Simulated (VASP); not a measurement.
Wanted: the native input for a VASP 6.6.1 run.

| Item | Value |
| --- | --- |
| Task | relaxation of cell and atoms |
| Functional | PBE |
| Potentials or basis | VASP PAW PBE potentials, release 64 (Ni, Si) |
| Cutoff | 600 eV |
| k mesh | 16 × 16 × 16 |
| Occupations | fermi-dirac, width 0.08 eV |
| Spin | no spin polarisation |
| Target pressure | 110 GPa |
| Dipole correction | no |
| Further INCAR settings | ALGO = Normal; EDIFF = 1e-07; IBRION = 2; EDIFFG = -0.005; NSW = 60; ISIF = 3 |

The structure of SiNi (CsCl type) lies in POSCAR:

```
SiNi
1.0
    2.6200823951      0.0000000000      0.0000000000
    0.0000000000      2.6200823951      0.0000000000
    0.0000000000      0.0000000000      2.6200823951
Ni Si
1 1
Direct
    0.0000000000      0.0000000000      0.0000000000
    0.5000000000      0.5000000000      0.5000000000
```

One way to write it, as run:

INCAR

```
PREC     = Accurate       # precision mode
ENCUT    = 600            # plane-wave cutoff, eV
EDIFF    = 1E-7           # SCF threshold, eV
ISMEAR   = -1             # smearing method
SIGMA    = 0.08           # smearing width, eV
LREAL    = F              # projectors in reciprocal space
LASPH    = T              # aspherical terms in the spheres
NELM     = 100            # most SCF steps
ALGO     = Normal         # electronic algorithm
ISIF     = 3              # what is computed and relaxed
LWAVE    = F              # write WAVECAR
LCHARG   = F              # write CHGCAR
GGA      = PE             # functional
IBRION   = 2              # ionic algorithm
NSW      = 60             # ionic steps
EDIFFG   = -0.005         # ionic threshold
PSTRESS  = 1100.0
```

KPOINTS

```
regular mesh
0
Gamma
  16 16 16
```

Potentials or basis: VASP PAW PBE potentials, release 64 (Ni, Si).

Launch:

```bash
$ cat potpaw_PBE.64/Ni/POTCAR potpaw_PBE.64/Si/POTCAR > POTCAR
$ mpirun -np 1 vasp_std > vasp.out
```

Results of the run:

```
Relaxed volume                                             : 8.40 Å³/atom
Relaxed cell                                               : a = 2.561 Å, b = 2.561 Å, c = 2.561 Å, α = 90.00°, β = 90.00°, γ = 90.00°
Space group after relaxing (to 0.1 Å)                      : Pm-3m (No. 221)
Energy change on relaxing (the run minimises the enthalpy) : +337.2 meV/atom
Ionic steps                                                : 5
Pressure after relaxing                                    : 110.0 GPa
Band gap on the k mesh                                     : zero (bands 7 and 8 overlap by 3.29 eV)
```

Caveat: the cell is relaxed towards a set pressure, so the run minimises the enthalpy, not the energy.

Run time: 91 s on 1 thread of Intel(R) Xeon(R) Platinum 8375C CPU @ 2.90GHz (Ice Lake), with other jobs on the host, peak memory 0.18 GiB.
